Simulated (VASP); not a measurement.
Input of a VASP 6.6.1 run:

File POSCAR:

```
CuF
1.0
    2.7384616326      0.0000000000      0.0000000000
    0.0000000000      2.7384616326      0.0000000000
    0.0000000000      0.0000000000      2.7384616326
Cu F
1 1
Direct
    0.0000000000      0.0000000000      0.0000000000
    0.5000000000      0.5000000000      0.5000000000
```

The input INCAR.step1:

```
PREC     = Accurate       # precision mode
ENCUT    = 520            # plane-wave cutoff, eV
ISMEAR   = -1             # smearing method
SIGMA    = 0.02           # smearing width, eV
LREAL    = F              # projectors in reciprocal space
LASPH    = T              # aspherical terms in the spheres
NELM     = 80             # most SCF steps
NBANDS   = 16             # bands
GGA      = PE             # functional
ALGO     = Normal         # electronic algorithm
EDIFF    = 1E-4           # SCF threshold, eV
LWAVE    = T              # write WAVECAR
LCHARG   = F              # write CHGCAR
```

Contents of INCAR.step2:

```
PREC     = Accurate       # precision mode
ENCUT    = 520            # plane-wave cutoff, eV
EDIFF    = 1E-6           # SCF threshold, eV
ISMEAR   = -1             # smearing method
SIGMA    = 0.02           # smearing width, eV
LREAL    = F              # projectors in reciprocal space
LASPH    = T              # aspherical terms in the spheres
NELM     = 80             # most SCF steps
ALGO     = Normal         # electronic algorithm
ISIF     = 2              # what is computed and relaxed
LWAVE    = F              # write WAVECAR
LCHARG   = F              # write CHGCAR
METAGGA  = R2SCAN         # meta-GGA
LMIXTAU  = T            
NBANDS   = 16             # bands
ISTART   = 1
```

Contents of KPOINTS:

```
regular mesh
0
Gamma
  10 10 10
```

Potentials or basis: VASP PAW PBE potentials, release 64 (Cu, F).

Run with:

```sh
$ cat potpaw_PBE.64/Cu/POTCAR potpaw_PBE.64/F/POTCAR > POTCAR
$ cp INCAR.step1 INCAR
$ mpirun -np 1 vasp_std > vasp.out
$ cp INCAR.step2 INCAR
$ mpirun -np 1 vasp_std > vasp.out
```

Problem. Predict the band gap on the k mesh.

Solution. Zero (band 9 reaches 4.92 eV, above the bottom of band 10 at 4.51 eV).

Problem. Predict the pressure.

Solution. -0.1 GPa.

Caveat: the PAW data sets were made with another functional, which shifts forces and pressure a little; semilocal functionals often make such compounds metallic where correlation or magnetic order opens a gap, which also shifts bond lengths. With open d or f shells a metallic result of r2SCAN can be an artefact of self-interaction; +U or a hybrid may open a gap.
